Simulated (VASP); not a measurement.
# BP (F-43m) in VASP: settings compared, part 2 of 2

VASP 6.6.1.

### 4 Single point, LDA

This run uses another cell than the first one, of 11.32 Å³/atom.

File INCAR:

```
SYSTEM = BP
ALGO = Normal
EDIFF = 1E-6
ENCUT = 520
ISIF = 2
ISMEAR = -1
LASPH = .TRUE.
LCHARG = .TRUE.
LELF = .TRUE.
LREAL = .FALSE.
LVHAR = .TRUE.
LWAVE = .FALSE.
NBANDS = 11
NELM = 80
PREC = Accurate
SIGMA = 0.05
```

File KPOINTS:

```
k-points
0
G
  10 10 10
  0 0 0
```

File POSCAR:

```
BP
1.0
    0.0000000000      2.2453968596      2.2453968596
    2.2453968596      0.0000000000      2.2453968596
    2.2453968596      2.2453968596      0.0000000000
P B
1 1
Direct
    0.7500000000      0.7500000000      0.7500000000
    0.0000000000      0.0000000000      0.0000000000
```

Potentials or basis: VASP PAW LDA potentials, release 64 (P, B).

Run with:

```bash
> cat potpaw_LDA.64/P/POTCAR potpaw_LDA.64/B/POTCAR > POTCAR
> mpirun -np 1 vasp_std > vasp.out
```

OUTCAR:

```text
SYSTEM = BP
   EDIFF = 1E-6
   ENCUT = 520
   ISIF = 2
   ISMEAR = -1
   LASPH = .TRUE.
   LREAL = .FALSE.
   NELM = 80
   PREC = Accurate

 ion  position               nearest neighbor table
   1  0.750  0.750  0.750-   2 1.94   2 1.94   2 1.94   2 1.94
   2  0.000  0.000  0.000-   1 1.94   1 1.94   1 1.94   1 1.94

  LATTYP: Found a face centered cubic cell.
 ALAT       =     4.4907937192

  Lattice vectors:

 A1 = (   0.0000000000,   2.2453968596,   2.2453968596)
 A2 = (   2.2453968596,   0.0000000000,   2.2453968596)
 A3 = (   2.2453968596,   2.2453968596,   0.0000000000)

Analysis of symmetry for initial positions (statically):
=====================================================================
 Subroutine PRICEL returns:
 Original cell was already a primitive cell.

 Routine SETGRP: Setting up the symmetry group for a
 face centered cubic supercell.

 Subroutine GETGRP returns: Found 24 space group operations
 (whereof 24 operations were pure point group operations)
 out of a pool of 48 trial point group operations.

The static configuration has the point symmetry T_d .

Analysis of symmetry for dynamics (positions and initial velocities):
=====================================================================
 Subroutine PRICEL returns:
 Original cell was already a primitive cell.

 Routine SETGRP: Setting up the symmetry group for a
 face centered cubic supercell.

 Subroutine GETGRP returns: Found 24 space group operations
 (whereof 24 operations were pure point group operations)
 out of a pool of 48 trial point group operations.

The dynamic configuration has the point symmetry T_d .

 Subroutine INISYM returns: Found 24 space group operations
 (whereof 24 operations are pure point group operations),
 and found     1 'primitive' translations

----------------------------------------------------------------------------------------

                                     Primitive cell

  volume of cell :      22.6417

  direct lattice vectors                    reciprocal lattice vectors
     0.000000000  2.245396860  2.245396860    -0.222677785  0.222677785  0.222677785
     2.245396860  0.000000000  2.245396860     0.222677785 -0.222677785  0.222677785
     2.245396860  2.245396860  0.000000000     0.222677785  0.222677785 -0.222677785

  length of vectors
     3.175470692  3.175470692  3.175470692     0.385689238  0.385689238  0.385689238

  position of ions in fractional coordinates (direct lattice)
     0.750000000  0.750000000  0.750000000
     0.000000000  0.000000000  0.000000000

  ion indices of the primitive-cell ions
   primitive index   ion index
                 1           1
                 2           2

----------------------------------------------------------------------------------------

 KPOINTS: k-points

Automatic generation of k-mesh.
 Grid dimensions read from file:
 generate k-points for:   10   10   10

 Generating k-lattice:

  Cartesian coordinates                     Fractional coordinates (reciprocal lattice)
    -0.022267779  0.022267779  0.022267779     0.100000000  0.000000000  0.000000000
     0.022267779 -0.022267779  0.022267779     0.000000000  0.100000000  0.000000000
     0.022267779  0.022267779 -0.022267779     0.000000000  0.000000000  0.100000000

  Length of vectors
     0.038568924  0.038568924  0.038568924

  Shift w.r.t. Gamma in fractional coordinates (k-lattice)
     0.000000000  0.000000000  0.000000000

 Subroutine IBZKPT returns following result:
 ===========================================

 Found     47 irreducible k-points:

 Following reciprocal coordinates:
            Coordinates               Weight
  0.000000  0.000000  0.000000      1.000000
  0.100000  0.000000  0.000000      8.000000
  0.200000  0.000000  0.000000      8.000000
  0.300000  0.000000  0.000000      8.000000
  0.400000  0.000000  0.000000      8.000000
  0.500000  0.000000  0.000000      4.000000
[... 16 lines left out ...]
  0.300000  0.300000  0.000000      6.000000
  0.400000  0.300000  0.000000     24.000000
 [... further k-points ...]
   k-points           NKPTS =     47   k-points in BZ     NKDIM =     47   number of bands    NBANDS=     11
   number of dos      NEDOS =    301   number of ions     NIONS =      2
   total plane-waves  NPLWV =  13824
   dimension x,y,z NGX =    24 NGY =   24 NGZ =   24
   dimension x,y,z NGXF=    48 NGYF=   48 NGZF=   48
   ions per type =               1   1
   NGX,Y,Z   is equivalent  to a cutoff of  12.56, 12.56, 12.56 a.u.
   NGXF,Y,Z  is equivalent  to a cutoff of  25.13, 25.13, 25.13 a.u.
 SYSTEM =  BP
   PREC   = accura    normal or accurate (medium, high low for compatibility)
   ISTART =      0    job   : 0-new  1-cont  2-samecut
   ICHARG =      2    charge: 1-file 2-atom 10-const
   ISPIN  =      1    spin polarized calculation?
   LNONCOLLINEAR =      F non collinear calculations
   LSORBIT =      F    spin-orbit coupling
   LASPH  =      T    aspherical Exc in radial PAW
   ENCUT  =  520.0 eV  38.22 Ry    6.18 a.u.   5.90  5.90  5.90*2*pi/ulx,y,z
   NELM   =     80;   NELMIN=  2; NELMDL= -5     # of ELM steps
   EDIFF  = 0.1E-05   stopping-criterion for ELM
   LREAL  =      F    real-space projection
   EDIFFG = 0.1E-04   stopping-criterion for IOM
   NSW    =      0    number of steps for IOM
   IBRION =     -1    ionic relax: 0-MD 1-quasi-New 2-CG
   NFREE  =      0    steps in history (QN), initial steepest desc. (CG)
   ISIF   =      2    stress and relaxation
   ISYM   =      2    0-nonsym 1-usesym 2-fastsym
   POTIM  = 0.5000    time-step for ionic-motion
   TEBEG  =    0.0;   TEEND  =   0.0 temperature during run
   PSTRESS=    0.0 pullay stress
   NELECT =       8.0000    total number of electrons
   NUPDOWN=      -1.0000    fix difference up-down
   EMIN   =  10.00;   EMAX   =-10.00  energy-range for DOS
   EFERMI =   0.00;   METHOD = LEGACY
   ISMEAR =    -1;   SIGMA  =   0.05  broadening in eV -4-tet -1-fermi 0-gaus
   EFERMI_NEDOS =   21; number of points for ismear=-14 and -15
   IALGO  =     38    algorithm
   IMIX   =      4    mixing-type and parameters
     AMIX     =   0.40;   BMIX     =  1.00
     AMIX_MAG =   1.60;   BMIX_MAG =  1.00
  volume/ion in A,a.u.               =      11.32        76.40
  Fermi-wavevector in a.u.,A,eV,Ry     =   1.157360  2.187093 18.224754  1.339482
  Thomas-Fermi vector in A             =   2.293972
   LORBIT       =      0    0 simple, 1 ext, 2 COOP (PROOUT), +10 PAW based schemes
   GGA     = CA    functional components
   LHFCALC =     F    Hartree Fock is set to
   AEXX    =    0.0000 exact exchange contribution
   IVDW    =     0    specifies the selected vdW correction
   LEPSILON=     F    determine dielectric tensor
   LRPA    =     F    only Hartree local field effects (RPA)
 non-spin polarized calculation
  energy-cutoff  :      520.00
  volume of cell :       22.64
 maximum number of plane-waves:       620
   NGX = 11   NGY = 11   NGZ = 11

 number of electron       8.0000001 magnetization

 Free energy of the ion-electron system (eV)
  ---------------------------------------------------
  ext. energy  EPLUGINS =         0.00000000
  ---------------------------------------------------
  free energy    TOTEN  =       -14.39939892 eV

  energy without entropy =      -14.39939881  energy(sigma->0) =      -14.39939887

 E-fermi :   8.3411     XC(G=0): -11.2179

 val. band max:        7.7841346824   @ k =   0.0000   0.0000   0.0000
 cond. band min:       8.9352883835   @ k =   0.4000   0.4000   0.0000
 fundamental gap:      1.1511537011
 Fermi energy:         8.3411477764

 k-point     1 :       0.0000    0.0000    0.0000
  band No.  band energies     occupation
      1      -7.8850      2.00000
      2       7.7841      1.99997
      3       7.7841      1.99997
      4       7.7841      1.99997
      5      11.2129      0.00000
      6      11.2129      0.00000
      7      11.2129      0.00000
      8      15.6358      0.00000
      9      19.2644      0.00000
     10      20.0586      0.00000
     11      20.0586      0.00000
[... 309 lines left out ...]
 k-point    24 :       0.4000    0.3000    0.0000
  band No.  band energies     occupation
      1      -4.8679      2.00000
      2       1.6296      2.00000
      3       3.6232      2.00000
      4       4.1796      2.00000
      5       9.5238      0.00000
      6      11.3196      0.00000
      7      17.3984      0.00000
      8      17.4234      0.00000
      9      21.9845      0.00000
     10      23.2464      0.00000
     11      25.0849      0.00000

 [... further k-points ...]
[... 5 lines left out ...]
  --------------------------------------------------------------------------------------
  -------------------------------------------------------------------------------------
  Total       -0.0214988     -0.0214988     -0.0214988      0.0000000      0.0000000      0.0000000
  in kB       -1.5213034     -1.5213034     -1.5213034      0.0000000      0.0000000      0.0000000
  external PRESSURE =      -1.5213034 kB  Pullay stress =       0.0000000 kB

 VOLUME and BASIS-vectors are now :
 -----------------------------------------------------------------------------
  energy-cutoff  :      520.00
  volume of cell :       22.64
      direct lattice vectors                 reciprocal lattice vectors
     0.000000000  2.245396860  2.245396860    -0.222677785  0.222677785  0.222677785
     2.245396860  0.000000000  2.245396860     0.222677785 -0.222677785  0.222677785
     2.245396860  2.245396860  0.000000000     0.222677785  0.222677785 -0.222677785

 POSITION                                       TOTAL-FORCE (eV/Angst)
 -----------------------------------------------------------------------------------
      3.36810      3.36810      3.36810         0.000000      0.000000      0.000000
      0.00000      0.00000      0.00000        -0.000000     -0.000000     -0.000000
 -----------------------------------------------------------------------------------
    total drift:                               -0.000000     -0.000000     -0.000000

  FREE ENERGIE OF THE ION-ELECTRON SYSTEM (eV)
  ---------------------------------------------------
  free  energy   TOTEN  =       -14.3993989238 eV

  energy  without entropy=      -14.3993988097  energy(sigma->0) =      -14.39939887
```

Run time: 11 s. Hardware: 1 thread of AMD EPYC 7R43 (Zen 3), shared host; peak memory 0.09 GiB.

What came out:

* Free energy: -14.3994 eV
* Pressure: -0.2 GPa
* Band gap on the k mesh: 1.15 eV (least direct gap 3.43 eV)

### 5 The runs side by side

```csv
level,potentials or basis,cell,k mesh,grid for exact exchange (PRECFOCK),share of exact exchange,gap on the mesh (eV),pressure (GPa)
PBE0,"VASP PAW PBE potentials, release 64 (P, B)","a = 3.209 Å, angles 60.0°, 2 atoms",6 × 6 × 6,Normal,0.25,2.79,-2.2
r2SCAN0,"VASP PAW PBE potentials, release 64 (P, B)","a = 3.209 Å, angles 60.0°, 2 atoms",6 × 6 × 6,Normal,0.25,2.89,-2.8
LDA,"VASP PAW LDA potentials, release 64 (P, B)","a = 3.175 Å, angles 60.0°, 2 atoms",10 × 10 × 10,-,-,1.15,-0.2
```

Alike in all rows: task single point; no spin polarisation; cutoff (eV) 520; smearing fermi-dirac 0.05 eV.

Caveats: the PAW data sets were made with another functional, which shifts forces and pressure a little (at least some runs).

Absolute energies hang on the potentials; compare differences alone.
